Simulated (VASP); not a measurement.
Write the native input for VASP 6.6.1 that does the following.

```
Task                   : single point
Functional             : LDA
Potentials or basis    : VASP PAW LDA potentials, release 64 (Al)
Cutoff                 : 520 eV
k mesh                 : 8 × 8 × 4
Occupations            : fermi-dirac, width 0.05 eV
Spin                   : no spin polarisation
Dipole correction      : no
Further INCAR settings : ALGO = Normal; EDIFF = 1e-07; NBANDS = 10
```

The structure of Al lies in POSCAR:

```
Al
1.0
    2.6472331804     -0.0385355591      0.0052512187
   -1.3569907804      2.4459897086     -0.0435970950
    0.0090848080     -0.0818730882      4.7176709035
Al
2
Direct
    0.6255000000      0.2880900000      0.7650500000
    0.4203400000      0.7312800000      0.2390100000
```

The input as run:

INCAR

```
SYSTEM = Al
PREC = Accurate
ENCUT = 520
EDIFF = 1E-7
ISMEAR = -1
SIGMA = 0.05
LREAL = .False.
LASPH = .True.
NELM = 60
ALGO = Normal
ISIF = 2
LWAVE = .False.
LCHARG = .True.
GGA = CA
LELF = .True.
LVHAR = .True.
NBANDS = 10
```

KPOINTS

```
regular mesh
0
Gamma
  8 8 4
  0 0 0
```

Potentials or basis: VASP PAW LDA potentials, release 64 (Al).

The run is started by

```sh
$ cat potpaw_LDA.64/Al/POTCAR > POTCAR
$ mpirun -np 1 vasp_std > vasp.out
```

It gave:

```yaml
Pressure: 6.3 GPa
Largest_force: 0.706 eV/Å
Band_gap_on_the_k_mesh: zero (band 3 reaches 12.07 eV, above the bottom of band 4 at 5.50 eV)
```

Run time: 12 s on 1 thread of Intel(R) Xeon(R) 6975P-C (Granite Rapids), on a shared host, peak memory 0.14 GiB.
